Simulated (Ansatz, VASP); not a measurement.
## P: VASP beside Ansatz

```
P
1.0
     4.27290    0.00000    0.16023
     0.00000    4.27290    0.00000
     0.16417    0.00000    4.37800
P
1
Direct
  0.00000 0.00000 0.00000
```

Change from the starting cell: strain +0.0750 x Voigt [0, 0, 0, 0, 1, 0], atoms carried along.

Alike in both runs: task single point; functional PBE; dispersion D3(BJ); k mesh 12 × 12 × 12; occupations gaussian, width 0.15 eV; no spin polarisation.

```csv
,VASP,Ansatz
version,VASP 6.6.1,Ansatz 0.2.0
potentials or method,"VASP PAW PBE potentials, release 64 (P), cutoff 520 eV","scalar-relativistic, plane waves, PAW"
valence electrons in the cell,5,5
```

|  | VASP | Ansatz | Ansatz less VASP |
| --- | --- | --- | --- |
| gap on the k mesh at the Fermi level (eV) | none | none | - |
| pressure (GPa) | -3.8 | -3.8 | +0.01 |
| traceless stress, the component that is largest in VASP (GPa) | -0.28 | -0.28 | 0.000 |

A gap of «none» marks a metal or a gap that the smearing closes.
